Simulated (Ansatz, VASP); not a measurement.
Two plane-wave programs on Cu

```xyz
2
Lattice="1.1210 -3.6583 0.0000 1.1210 3.6583 0.0000 0.0000 0.0000 2.4755" Properties=species:S:1:pos:R:3 pbc="T T T"
Cu    1.1210    2.6788    0.6189
Cu    1.1210   -2.6788    1.8566
```

Change from the starting cell: strain -0.080 along x and y, +0.000 along z, atoms carried along.

Alike in both runs: task single point; functional PBEsol; k mesh 20 × 20 × 20; occupations gaussian, width 0.15 eV; no spin polarisation.

|  | VASP | Ansatz |
| --- | --- | --- |
| version | VASP 6.6.1 | Ansatz 0.2.0 |
| potentials or method | VASP PAW PBE potentials, release 64 (Cu), cutoff 520 eV | scalar-relativistic, plane waves, PAW |
| valence electrons in the cell | 22 | 38 |

Ansatz gave:

```
gap on the k mesh at the Fermi level (eV)                     : none
pressure (GPa)                                                : 36.6
traceless stress, the component that is largest in VASP (GPa) : -15.07
rms of the force components (eV/Å)                            : 0.182
```

Q: Estimate VASP's values.

A: gap on the k mesh at the Fermi level (eV): none; pressure (GPa): 37.7; traceless stress, the component that is largest in VASP (GPa): -14.98; rms of the force components (eV/Å): 0.188.

VASP's potentials were made for PBE, not for PBEsol. Atom by atom the forces differ by 0.006 eV/Å (rms over components). A gap of «none» marks a metal or a gap that the smearing closes. Both programs put the cell under a high pressure, so it lies far from rest at this level. VASP's potentials hold 22 valence electrons a cell and Ansatz's 38, so a difference there can come from the potentials and not from the codes.
